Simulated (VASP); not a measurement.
Crystal: I.

```
I
1.0
     3.58591   -2.36265    0.00000
     3.58591    2.36265    0.00000
     0.00000    0.00000    9.66108
I
4
Direct
  0.64930 0.35070 0.38440
  0.14930 0.85070 0.11560
  0.35070 0.64930 0.61560
  0.85070 0.14930 0.88440
```

Base run:

```yaml
Program: VASP 6.6.1
Functional: PBE
Potentials_or_basis: VASP PAW PBE potentials, release 64 (I)
Cutoff: 520 eV
k_mesh: 7 × 7 × 3
Occupations: fermi-dirac, width 0.05 eV
Spin: no spin polarisation
```

Its results: band gap on the k mesh 1.43 eV, indirect (least direct gap 1.53 eV); pressure 3.0 GPa; largest force 1.233 eV/Å.

Question: The run is repeated on the same cell with these changes: functional from PBE to r2SCAN; further incar settings from ALGO = Normal; EDIFF = 1e-07; NBANDS = 22 to ALGO = Normal; EDIFF = 1e-06; NBANDS = 22. What comes out?

Answer: Band gap on the k mesh 1.67 eV, indirect (least direct gap 1.78 eV); pressure 2.5 GPa; largest force 1.014 eV/Å.

Caveats: spin-orbit coupling is left out, which moves the levels of the heavy elements; forces of over 1 eV/Å act on the atoms, so gaps and moduli don't describe the material at rest (some runs); the PAW data sets were made with another functional, which shifts forces and pressure a little (some runs).

A k mesh can miss the band edges.
